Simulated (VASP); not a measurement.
Set up this calculation in VASP 6.6.1, as the native input.

```yaml
Task: relaxation of cell and atoms
Functional: PBEsol
Potentials_or_basis: VASP PAW PBE potentials, release 64 (Rh_pv)
Cutoff: 600 eV
k_mesh: 9 × 9 × 4
Occupations: gaussian, width 0.1 eV
Spin: no spin polarisation
Dipole_correction: no
Further_INCAR_settings: ALGO = Fast; EDIFF = 1e-06; IBRION = 2; EDIFFG = -0.04; NSW = 90; ISIF = 3
```

The structure of Rh lies in POSCAR:

```
Rh
1.0
    2.7309790422      0.0000000000      0.0000000000
   -1.3654895211      2.3650972278      0.0000000000
    0.0000000000      0.0000000000      4.4284890000
Rh
2
Direct
    0.6666666700      0.3333333300      0.7500000000
    0.3333333300      0.6666666700      0.2500000000
```

This isn't the form of Rh at room conditions, which is fcc.

These files were run (other wordings do the same):

INCAR

```
  PREC = Accurate
  ENCUT = 600
  EDIFF = 1E-6
  ISMEAR = 0
  SIGMA = 0.1
  LREAL = F
  LASPH = T
  NELM = 100
  ALGO = Fast
  ISIF = 3
  LWAVE = F
  LCHARG = F
  GGA = PS
  IBRION = 2
  NSW = 90
  EDIFFG = -0.04
```

KPOINTS

```
regular mesh
0
Gamma
  9 9 4
```

Potentials or basis: VASP PAW PBE potentials, release 64 (Rh_pv).

The run is started by

```bash
$ cat potpaw_PBE.64/Rh_pv/POTCAR > POTCAR
$ mpirun -np 1 vasp_std > vasp.out
```

Results of the run:

```yaml
Relaxed_volume: 13.52 Å³/atom
Relaxed_cell: a = 2.681 Å, b = 2.681 Å, c = 4.341 Å, α = 90.00°, β = 90.00°, γ = 120.00°
Space_group_after_relaxing_to_0.1_Å: P6_3/mmc (No. 194)
Energy_gained_by_relaxing: 37.2 meV/atom
Ionic_steps: 5
Pressure_after_relaxing: 0.1 GPa
Band_gap_on_the_k_mesh: zero (bands 15 and 16 overlap by 2.16 eV)
```

Caveat: the PAW data sets were made with another functional, which shifts forces and pressure a little.

Run time: 2.2 min on 1 thread of Intel Xeon 8259CL, with other jobs on the host, peak memory 0.17 GiB.
